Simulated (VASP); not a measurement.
## PbO2: single point with PBEsol

The system is PbO2.

```xyz
6
Lattice="4.7724 0.0000 0.0000 0.0000 4.7724 0.0000 0.0000 0.0000 3.5037" Properties=species:S:1:pos:R:3 pbc="T T T"
Pb    0.0000    0.0000    0.0000
Pb    2.3862    2.3862    1.7518
O     1.4709    1.4709    0.0000
O     0.9153    3.8571    1.7518
O     3.3015    3.3015    0.0000
O     3.8571    0.9153    1.7518
```

This cell differs from its parent crystal: biaxial strain in the a-b plane: -4.5 %.

```json
{
  "Program": "VASP 6.6.1",
  "Task": "single point",
  "Functional": "PBEsol",
  "Potentials or basis": "VASP PAW PBE potentials, release 64 (Pb_d, O)",
  "Cutoff": "520 eV",
  "k mesh": "8 × 8 × 10",
  "Occupations": "gaussian, width 0.1 eV",
  "Spin": "no spin polarisation"
}
```

| Quantity | Value |
| --- | --- |
| Pressure | 8.9 GPa |
| Largest force | 0.032 eV/Å |
| Band gap on the k mesh | zero (band 26 reaches 4.79 eV, above the bottom of band 27 at 4.74 eV) |

Forces in eV/Å, atoms in the order of the input:
```
Pb   0.000  0.000  0.000
Pb   0.000  0.000  0.000
O    0.023  0.023  0.000
O   -0.023  0.023  0.000
O   -0.023 -0.023  0.000
O    0.023 -0.023  0.000
```

Stress tensor (GPa, compression positive):
```
10.40  0.00  0.00
 0.00 10.40  0.00
 0.00  0.00  6.05
```

Levels at points of the mesh, in eV from the Fermi level:
```
           k point  band 24  band 25  band 26  band 27  band 28  band 29
(0.00, 0.00, 0.00)    -0.70    -0.66    -0.66     0.00     4.22     5.56
(0.50, 0.00, 0.00)    -0.77    -0.44    -0.44     2.88     2.88     6.18
(0.50, 0.50, 0.00)    -0.79    -0.46    -0.46     3.07     3.07     6.73
(0.00, 0.00, 0.50)    -1.31    -0.91    -0.91     4.10     4.10     9.15
(0.50, 0.00, 0.50)    -0.88    -0.03    -0.03     4.56     4.56     7.74
(0.50, 0.50, 0.50)    -0.76    -0.52    -0.52     3.15     3.15     8.38
```

It took 120 s on 1 thread of Intel(R) Xeon(R) Platinum 8559C (Emerald Rapids) (shared host), peak memory 0.31 GiB.

Caveat: the cell differs from its parent crystal (biaxial strain in the a-b plane: -4.5 %); the PAW data sets were made with another functional, which shifts forces and pressure a little; spin-orbit coupling is left out, which moves the levels of the heavy elements.
